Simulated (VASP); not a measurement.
Wanted: the native input for a VASP 6.6.1 run.

```yaml
Task: electric field gradients
Functional: LDA
Potentials_or_basis: VASP PAW LDA potentials, release 64 (Mg)
Cutoff: 520 eV
k_mesh: 16 × 16 × 16
Occupations: fermi-dirac, width 0.03 eV
Spin: no spin polarisation
Dipole_correction: no
Further_INCAR_settings: ALGO = Normal; EDIFF = 1e-08; NBANDS = 7
```

The structure of Mg lies in POSCAR:

```
Mg
1.0
    0.0000000000      2.2291934254      2.2291934254
    2.2291934254      0.0000000000      2.2291934254
    2.2291934254      2.2291934254      0.0000000000
Mg
1
Direct
    0.0000000000      0.0000000000      0.0000000000
```

This isn't the form of Mg at room conditions, which is hcp.

The input as run:

INCAR

```
SYSTEM = Mg
ALGO = Normal
EDIFF = 1E-8
ENCUT = 520
GGA = CA
ISIF = 2
ISMEAR = -1
LASPH = .True.
LCHARG = .False.
LEFG = .True.
LREAL = .False.
LWAVE = .False.
NBANDS = 7
NELM = 80
PREC = Accurate
SIGMA = 0.03
```

KPOINTS

```
k-points
0
Gamma
  16 16 16
  0 0 0
```

Potentials or basis: VASP PAW LDA potentials, release 64 (Mg).

The run is started by

```bash
$ cat potpaw_LDA.64/Mg/POTCAR > POTCAR
$ mpirun -np 1 vasp_std > vasp.out
```

It gave:

```json
{"Pressure": "-1.0 GPa", "Band gap on the k mesh": "zero (bands 1 and 2 overlap by 2.79 eV)", "Largest electric field gradient by atom": "zero within the noise of the run"}
```

It took 8.9 s on 1 thread of Intel(R) Xeon(R) Platinum 8259CL CPU @ 2.50GHz (Skylake/Cascade Lake), with other jobs on the host, peak memory 0.14 GiB.
